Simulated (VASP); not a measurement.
A run of VASP 6.6.1 is set up as follows.

INCAR

```
SYSTEM = In
PREC = Accurate
ENCUT = 600
EDIFF = 1E-7
ISMEAR = -1
SIGMA = 0.1
LREAL = .False.
LASPH = .True.
NELM = 80
ALGO = Normal
ISIF = 3
LWAVE = .False.
LCHARG = .False.
IBRION = 2
NSW = 60
EDIFFG = -0.005
PSTRESS = 900.0
```

The input KPOINTS:

```
regular mesh
0
Gamma
  16 16 16
  0 0 0
```

Contents of POSCAR:

```
In
1.0
   -2.3972323416      2.3972323416      1.3184777879
    2.3972323416     -2.3972323416      1.3184777879
    2.3972323416      2.3972323416     -1.3184777879
In
2
Direct
   -0.3750000000     -0.1250000000     -0.2500000000
    0.3750000000      0.1250000000      0.2500000000
```

Potentials or basis: VASP PAW LDA potentials, release 64 (In_d).

The run is started by

```sh
$ cat potpaw_LDA.64/In_d/POTCAR > POTCAR
$ mpirun -np 1 vasp_std > vasp.out
```

Problem. Estimate the band gap on the k mesh.

Solution. Zero (band 13 reaches 18.95 eV, above the bottom of band 14 at 9.38 eV).

Problem. Estimate the relaxed volume.

Solution. 15.44 Å³/atom.

The path:
```tsv
step	energy change (eV)	largest force (eV/Å)	pressure (GPa)	volume (Å³)
1	0.0000	0.0000	98.24	30.31
2	-1.6752	0.0000	59.07	33.79
3	-0.5690	0.0000	85.40	31.24
4	-0.5397	0.0000	86.06	31.19
5	-0.0772	0.0000	96.82	30.40
6	-0.3831	0.0000	89.89	30.88
7	-0.3796	0.0000	89.96	30.88
8	-0.3733	0.0000	90.12	30.87
9	-0.3781	0.0000	90.00	30.87
```

Caveat: the cell is relaxed towards a set pressure, so the enthalpy falls and the energy may rise; spin-orbit coupling is left out, which moves the levels of the heavy elements.
